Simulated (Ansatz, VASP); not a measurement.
# Two plane-wave programs on SiC

```
Si C
1.0
     3.07536    0.00000    0.00000
    -1.53768    2.66334    0.00000
     0.00000    0.00000    5.04811
Si C
2 2
Direct
  0.33333 0.66667 0.00459
  0.66667 0.33333 0.50459
  0.33333 0.66667 0.38041
  0.66667 0.33333 0.88041
```

Alike in both runs: task single point; functional PBE; k mesh 12 × 12 × 6; occupations fermi-dirac, width 0.02 eV; no spin polarisation.

|  | VASP | Ansatz |
| --- | --- | --- |
| version | VASP 6.6.1 | Ansatz 0.2.0 |
| potentials or method | VASP PAW PBE potentials, release 64 (Si, C) | plane waves, PAW |
| plane-wave cutoff (eV) | 520 | 420 |
| valence electrons in the cell | 16 | 16 |

```csv
,VASP,Ansatz,Ansatz less VASP
gap on the k mesh at the Fermi level (eV),2.27,2.28,+0.004
pressure (GPa),3.5,3.5,+0.06
"traceless stress, the component that is largest in VASP (GPa)",-0.12,-0.13,-0.009
```

With one functional, cell and mesh, what is left measures potentials, basis and numerics.
